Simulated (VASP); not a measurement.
# AlP (F-43m) in VASP: further runs

AlP is run at these levels: PBEsol; tasks: single point.

All numbers are computed with VASP 6.6.1; they aren't measurements. Logs are shortened: lines on timing, memory, paths and dates and some standing lists are left out, and cuts for length are marked.

## (1) The cell of the first run

The structure is cubic, space group F-43m (No. 216). Conventional cell: a = 5.287 Å, b = 5.287 Å, c = 5.287 Å, α = 90.00°, β = 90.00°, γ = 90.00°. Al (site symmetry -43m) has 4 P at 2.29 Å within 3.0 Å. Within 3.0 Å of P (site symmetry -43m) lie 4 Al at 2.29 Å.

## (2) Single point, PBEsol

Input file INCAR:

```
PREC = Accurate ; ENCUT = 500
EDIFF = 1E-6 ; ISMEAR = 0
SIGMA = 0.01 ; LREAL = False
LASPH = True ; NELM = 120
ALGO = Normal ; ISIF = 2
LWAVE = False ; LCHARG = False
GGA = PS ; NBANDS = 11
GGA_COMPAT = False
```

Input file KPOINTS:

```
regular mesh
0
Gamma
  10 10 10
```

Input file POSCAR:

```
AlP
1.0
    0.0000000000      2.6433227776      2.6433227776
    2.6433227776      0.0000000000      2.6433227776
    2.6433227776      2.6433227776      0.0000000000
Al P
1 1
Direct
    0.0000000000      0.0000000000      0.0000000000
    0.7500000000      0.7500000000      0.7500000000
```

Potentials or basis: VASP PAW PBE potentials, release 64 (Al, P).

Launch:

```bash
> cat potpaw_PBE.64/Al/POTCAR potpaw_PBE.64/P/POTCAR > POTCAR
> mpirun -np 1 vasp_std > vasp.out
```

OUTCAR:

```text
PREC = Accurate
   ENCUT = 500
   EDIFF = 1E-6
   ISMEAR = 0
   LREAL = False
   LASPH = True
   NELM = 120
   ISIF = 2
   GGA = PS

 ion  position               nearest neighbor table
   1  0.000  0.000  0.000-   2 2.29   2 2.29   2 2.29   2 2.29
   2  0.750  0.750  0.750-   1 2.29   1 2.29   1 2.29   1 2.29

  LATTYP: Found a face centered cubic cell.
 ALAT       =     5.2866455552

  Lattice vectors:

 A1 = (   0.0000000000,   2.6433227776,   2.6433227776)
 A2 = (   2.6433227776,   0.0000000000,   2.6433227776)
 A3 = (   2.6433227776,   2.6433227776,   0.0000000000)

Analysis of symmetry for initial positions (statically):
=====================================================================
 Subroutine PRICEL returns:
 Original cell was already a primitive cell.

 Routine SETGRP: Setting up the symmetry group for a
 face centered cubic supercell.

 Subroutine GETGRP returns: Found 24 space group operations
 (whereof 24 operations were pure point group operations)
 out of a pool of 48 trial point group operations.

The static configuration has the point symmetry T_d .

Analysis of symmetry for dynamics (positions and initial velocities):
=====================================================================
 Subroutine PRICEL returns:
 Original cell was already a primitive cell.

 Routine SETGRP: Setting up the symmetry group for a
 face centered cubic supercell.

 Subroutine GETGRP returns: Found 24 space group operations
 (whereof 24 operations were pure point group operations)
 out of a pool of 48 trial point group operations.

The dynamic configuration has the point symmetry T_d .

 Subroutine INISYM returns: Found 24 space group operations
 (whereof 24 operations are pure point group operations),
 and found     1 'primitive' translations

----------------------------------------------------------------------------------------

                                     Primitive cell

  volume of cell :      36.9386

  direct lattice vectors                    reciprocal lattice vectors
     0.000000000  2.643322778  2.643322778    -0.189155863  0.189155863  0.189155863
     2.643322778  0.000000000  2.643322778     0.189155863 -0.189155863  0.189155863
     2.643322778  2.643322778  0.000000000     0.189155863  0.189155863 -0.189155863

  length of vectors
     3.738222922  3.738222922  3.738222922     0.327627564  0.327627564  0.327627564

  position of ions in fractional coordinates (direct lattice)
     0.000000000  0.000000000  0.000000000
[... 81 lines left out ...]
   NSW    =      0    number of steps for IOM
   IBRION =     -1    ionic relax: 0-MD 1-quasi-New 2-CG
   NFREE  =      0    steps in history (QN), initial steepest desc. (CG)
   ISIF   =      2    stress and relaxation
   ISYM   =      2    0-nonsym 1-usesym 2-fastsym
   POTIM  = 0.5000    time-step for ionic-motion
   TEBEG  =    0.0;   TEEND  =   0.0 temperature during run
   PSTRESS=    0.0 pullay stress
   NELECT =       8.0000    total number of electrons
   NUPDOWN=      -1.0000    fix difference up-down
   EMIN   =  10.00;   EMAX   =-10.00  energy-range for DOS
   EFERMI =   0.00;   METHOD = LEGACY
   ISMEAR =     0;   SIGMA  =   0.01  broadening in eV -4-tet -1-fermi 0-gaus
   EFERMI_NEDOS =   21; number of points for ismear=-14 and -15
   IALGO  =     38    algorithm
   IMIX   =      4    mixing-type and parameters
     AMIX     =   0.40;   BMIX     =  1.00
     AMIX_MAG =   1.60;   BMIX_MAG =  1.00
  volume/ion in A,a.u.               =      18.47       124.64
  Fermi-wavevector in a.u.,A,eV,Ry     =   0.983131  1.857848 13.150659  0.966546
  Thomas-Fermi vector in A             =   2.114266
   LORBIT       =      0    0 simple, 1 ext, 2 COOP (PROOUT), +10 PAW based schemes
   GGA     = PS    functional components
   LHFCALC =     F    Hartree Fock is set to
   AEXX    =    0.0000 exact exchange contribution
   IVDW    =     0    specifies the selected vdW correction
   LEPSILON=     F    determine dielectric tensor
   LRPA    =     F    only Hartree local field effects (RPA)
 non-spin polarized calculation
 Gauss-broadening in eV      SIGMA  =   0.01
  energy-cutoff  :      500.00
  volume of cell :       36.94
 maximum number of plane-waves:       960
   NGX = 13   NGY = 13   NGZ = 13

 number of electron       8.0000000 magnetization

 Free energy of the ion-electron system (eV)
  ---------------------------------------------------
  ext. energy  EPLUGINS =         0.00000000
  ---------------------------------------------------
  free energy    TOTEN  =       -10.86920424 eV

  energy without entropy =      -10.86920424  energy(sigma->0) =      -10.86920424

 E-fermi :   5.5894     XC(G=0):  -9.7416

 val. band max:        5.4635885168   @ k =   0.0000   0.0000   0.0000
 cond. band min:       6.6947620795   @ k =   0.5000   0.5000   0.0000
 fundamental gap:      1.2311735626
 Fermi energy:         5.5893553534

 k-point     1 :       0.0000    0.0000    0.0000
  band No.  band energies     occupation
      1      -6.6511      2.00000
      2       5.4636      2.00000
      3       5.4636      2.00000
      4       5.4636      2.00000
      5       9.4973      0.00000
      6      10.1068      0.00000
      7      10.1068      0.00000
      8      10.1068      0.00000
      9      14.3732      0.00000
     10      14.3732      0.00000
     11      16.2724      0.00000
[... 309 lines left out ...]
 k-point    24 :       0.4000    0.3000    0.0000
  band No.  band energies     occupation
      1      -4.7696      2.00000
      2       0.9451      2.00000
      3       3.1529      2.00000
      4       3.5282      2.00000
      5       7.6450      0.00000
      6       8.8187      0.00000
      7      13.9304      0.00000
      8      14.0494      0.00000
      9      16.8973      0.00000
     10      17.2887      0.00000
     11      19.6884      0.00000

 [... further k-points ...]
[... 5 lines left out ...]
  --------------------------------------------------------------------------------------
  -------------------------------------------------------------------------------------
  Total        2.5440230      2.5440230      2.5440230      0.0000000      0.0000000     -0.0000000
  in kB      110.3445850    110.3445850    110.3445850      0.0000000      0.0000000     -0.0000000
  external PRESSURE =     110.3445850 kB  Pullay stress =       0.0000000 kB

 VOLUME and BASIS-vectors are now :
 -----------------------------------------------------------------------------
  energy-cutoff  :      500.00
  volume of cell :       36.94
      direct lattice vectors                 reciprocal lattice vectors
     0.000000000  2.643322778  2.643322778    -0.189155863  0.189155863  0.189155863
     2.643322778  0.000000000  2.643322778     0.189155863 -0.189155863  0.189155863
     2.643322778  2.643322778  0.000000000     0.189155863  0.189155863 -0.189155863

 POSITION                                       TOTAL-FORCE (eV/Angst)
 -----------------------------------------------------------------------------------
      0.00000      0.00000      0.00000        -0.000000     -0.000000      0.000000
      3.96498      3.96498      3.96498         0.000000      0.000000     -0.000000
 -----------------------------------------------------------------------------------
    total drift:                               -0.000000     -0.000000     -0.000000

  FREE ENERGIE OF THE ION-ELECTRON SYSTEM (eV)
  ---------------------------------------------------
  free  energy   TOTEN  =       -10.8692042370 eV

  energy  without entropy=      -10.8692042370  energy(sigma->0) =      -10.86920424
```

It took 6.9 s on 1 thread of Intel Xeon 6975P-C (Granite Rapids), shared host; peak memory 0.15 GiB.

What came out:

- Free energy: -10.8692 eV
- Pressure: 11.0 GPa
- Band gap on the k mesh: 1.23 eV, indirect (least direct gap 3.56 eV)

Caveat: the PAW data sets were made with another functional, which shifts forces and pressure a little. A k mesh can miss the band edges.

## (3) Single point, PBEsol

This run uses another cell than the first one, of 19.43 Å³/atom, 1.052 times its volume.

Input file INCAR:

```
PREC = Accurate
ENCUT = 500
EDIFF = 1E-6
ISMEAR = 0
SIGMA = 0.01
LREAL = False
LASPH = True
NELM = 120
ALGO = Normal
ISIF = 2
LWAVE = False
LCHARG = True
GGA = PS
LELF = True
LVHAR = True
NBANDS = 11
GGA_COMPAT = False
```

Input file KPOINTS:

```
Automatic mesh
0
Gamma
  10 10 10
```

Input file POSCAR:

```
AlP
1.0
    0.0000000000      2.6884865596      2.6884865596
    2.6884865596      0.0000000000      2.6884865596
    2.6884865596      2.6884865596      0.0000000000
Al P
1 1
Direct
    0.0000000000      0.0000000000      0.0000000000
    0.7500000000      0.7500000000      0.7500000000
```

Potentials or basis: VASP PAW PBE potentials, release 64 (Al, P).

Launch:

```bash
> cat potpaw_PBE.64/Al/POTCAR potpaw_PBE.64/P/POTCAR > POTCAR
> mpirun -np 1 vasp_std > vasp.out
```

OUTCAR:

```text
PREC = Accurate
   ENCUT = 500
   EDIFF = 1E-6
   ISMEAR = 0
   LREAL = False
   LASPH = True
   NELM = 120
   ISIF = 2
   GGA = PS

 ion  position               nearest neighbor table
   1  0.000  0.000  0.000-   2 2.33   2 2.33   2 2.33   2 2.33
   2  0.750  0.750  0.750-   1 2.33   1 2.33   1 2.33   1 2.33

  LATTYP: Found a face centered cubic cell.
 ALAT       =     5.3769731192

  Lattice vectors:

 A1 = (   0.0000000000,   2.6884865596,   2.6884865596)
 A2 = (   2.6884865596,   0.0000000000,   2.6884865596)
 A3 = (   2.6884865596,   2.6884865596,   0.0000000000)

Analysis of symmetry for initial positions (statically):
=====================================================================
 Subroutine PRICEL returns:
 Original cell was already a primitive cell.

 Routine SETGRP: Setting up the symmetry group for a
 face centered cubic supercell.

 Subroutine GETGRP returns: Found 24 space group operations
 (whereof 24 operations were pure point group operations)
 out of a pool of 48 trial point group operations.

The static configuration has the point symmetry T_d .

Analysis of symmetry for dynamics (positions and initial velocities):
[... 163 lines left out ...]
 fundamental gap:      1.3446312796
 Fermi energy:         5.0150409475

 k-point     1 :       0.0000    0.0000    0.0000
  band No.  band energies     occupation
      1      -6.8339      2.00000
      2       4.9653      2.00000
      3       4.9653      2.00000
      4       4.9653      2.00000
      5       8.5593      0.00000
      6       9.5409      0.00000
      7       9.5409      0.00000
      8       9.5409      0.00000
      9      13.8205      0.00000
     10      13.8205      0.00000
     11      15.3932      0.00000
[... 309 lines left out ...]
 k-point    24 :       0.4000    0.3000    0.0000
  band No.  band energies     occupation
      1      -5.0687      2.00000
      2       0.5529      2.00000
      3       2.7709      2.00000
      4       3.1229      2.00000
      5       7.1993      0.00000
      6       8.3258      0.00000
      7      13.1474      0.00000
      8      13.3499      0.00000
      9      15.9048      0.00000
     10      16.6099      0.00000
     11      18.8113      0.00000

 [... further k-points ...]
[... 5 lines left out ...]
  --------------------------------------------------------------------------------------
  -------------------------------------------------------------------------------------
  Total        1.2219362      1.2219362      1.2219362     -0.0000000      0.0000000     -0.0000000
  in kB       50.3738908     50.3738908     50.3738908     -0.0000000      0.0000000     -0.0000000
  external PRESSURE =      50.3738908 kB  Pullay stress =       0.0000000 kB

 VOLUME and BASIS-vectors are now :
 -----------------------------------------------------------------------------
  energy-cutoff  :      500.00
  volume of cell :       38.86
      direct lattice vectors                 reciprocal lattice vectors
     0.000000000  2.688486560  2.688486560    -0.185978241  0.185978241  0.185978241
     2.688486560  0.000000000  2.688486560     0.185978241 -0.185978241  0.185978241
     2.688486560  2.688486560  0.000000000     0.185978241  0.185978241 -0.185978241

 POSITION                                       TOTAL-FORCE (eV/Angst)
 -----------------------------------------------------------------------------------
      0.00000      0.00000      0.00000        -0.000000      0.000000     -0.000000
      4.03273      4.03273      4.03273         0.000000     -0.000000      0.000000
 -----------------------------------------------------------------------------------
    total drift:                               -0.000000     -0.000000     -0.000000

  FREE ENERGIE OF THE ION-ELECTRON SYSTEM (eV)
  ---------------------------------------------------
  free  energy   TOTEN  =       -10.9645960236 eV

  energy  without entropy=      -10.9645960236  energy(sigma->0) =      -10.96459602
```

stdout:

```text
POSCAR found type information on POSCAR AlP
 POSCAR found :  2 types and       2 ions
 scaLAPACK will be used
 -----------------------------------------------------------------------------
|                                                                             |
|                                                                             |
|     You enforced a specific xc type in the INCAR file but a different       |
|     I HOPE YOU KNOW WHAT YOU ARE DOING!                                     |
|                                                                             |
 -----------------------------------------------------------------------------

 LDA part: xc-table for (Slater+PW92), standard interpolation
 POSCAR, INCAR and KPOINTS ok, starting setup
 FFT: planning ... GRIDC
 FFT: planning ... GRID_SOFT
 FFT: planning ... GRID
 WAVECAR not read
 entering main loop
```

Run time: 7.4 s. Hardware: 1 thread of Intel Xeon 6975P-C (Granite Rapids), shared host; peak memory 0.15 GiB.

Results:

```yaml
Free_energy: -10.9646 eV
Pressure: 5.0 GPa
Band_gap_on_the_k_mesh: 1.34 eV, indirect (least direct gap 3.56 eV)
```

Caveat: the PAW data sets were made with another functional, which shifts forces and pressure a little. A k mesh can miss the band edges.
